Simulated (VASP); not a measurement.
Cd:

```xyz
2
Lattice="2.9789 0.0000 0.0000 -1.4894 2.5798 0.0000 0.0000 0.0000 5.6177" Properties=species:S:1:pos:R:3 pbc="T T T"
Cd    0.0000    1.7199    1.4044
Cd    1.4894    0.8599    4.2132
```

| Property | Result |
| --- | --- |
| Program | VASP 6.6.1 |
| Task | relaxation of cell and atoms |
| Functional | PBEsol |
| Potentials or basis | VASP PAW PBE potentials, release 64 (Cd) |
| Cutoff | 600 eV |
| k mesh | 18 × 18 × 8 |
| Occupations | gaussian, width 0.1 eV |
| Spin | no spin polarisation |

At the start: pressure -1.3 GPa; volume 21.59 Å³/atom.

Q: How do energy, volume and symmetry change on relaxing?

A: Over 7 steps the energy falls by 2.1 meV/atom and the volume is 21.12 Å³/atom (-2.2 %); space group P6_3/mmc (No. 194, to 0.05 Å).

The path:
| step | energy change (eV) | largest force (eV/Å) | pressure (GPa) | volume (Å³) |
| --- | --- | --- | --- | --- |
| 1 | 0.0000 | 0.0000 | -1.32 | 43.17 |
| 2 | -0.0042 | 0.0000 | 0.22 | 42.07 |
| 3 | -0.0043 | 0.0000 | 0.05 | 42.21 |
| 4 | -0.0043 | 0.0000 | -0.05 | 42.24 |
| 5 | -0.0043 | 0.0000 | -0.04 | 42.24 |
| 6 | -0.0043 | 0.0000 | -0.03 | 42.24 |
| 7 | -0.0043 | 0.0000 | -0.02 | 42.23 |

Final structure:
```
Cd
1.0
     2.95375    0.00000    0.00000
    -1.47688    2.55802    0.00000
     0.00000    0.00000    5.58974
Cd
2
Direct
  0.33333 0.66667 0.25000
  0.66667 0.33333 0.75000
```

Caveat: the PAW data sets were made with another functional, which shifts forces and pressure a little.
